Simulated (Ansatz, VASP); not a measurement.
Al2O3 in VASP and in Ansatz

```xyz
10
Lattice="4.7215 0.0000 0.0000 0.0000 9.4166 0.0000 0.0000 0.0000 2.9954" Properties=species:S:1:pos:R:3 pbc="T T T"
Al    1.9592    3.1150    1.4977
Al    2.7623    6.3016    1.4977
Al    4.3200    1.5933    0.0000
Al    0.4015    7.8233    0.0000
O     3.4592    2.0962    1.4977
O     0.0000    0.0000    0.0000
O     3.6231    6.8045    0.0000
O     1.0984    2.6122    0.0000
O     1.2623    7.3205    1.4977
O     2.3608    4.7083    1.4977
```

Change from the starting cell: strain +0.0200 x Voigt [1, -1, 0, 0, 0, 0], atoms carried along.

Alike in both runs: task single point; functional r2SCAN; k mesh 6 × 4 × 8; occupations gaussian, width 0.05 eV; no spin polarisation.

```csv
,VASP,Ansatz
version,VASP 6.6.1,Ansatz 0.2.0
potentials or method,"VASP PAW PBE potentials, release 64 (Al, O), cutoff 520 eV","scalar-relativistic, plane waves, PAW"
valence electrons in the cell,48,48
```

|  | VASP | Ansatz | Ansatz less VASP |
| --- | --- | --- | --- |
| gap on the k mesh at the Fermi level (eV) | 4.31 | 4.32 | +0.008 |
| least direct gap on the mesh (eV) | 4.31 | 4.32 | +0.008 |
| pressure (GPa) | 1.5 | 1.5 | 0.00 |
| traceless stress, the component that is largest in VASP (GPa) | 6.77 | 6.34 | -0.426 |
| rms of the force components (eV/Å) | 0.413 | 0.385 | -0.0285 |

VASP's potentials were made for PBE, not for r2SCAN. Atom by atom the forces differ by 0.029 eV/Å (rms over components).
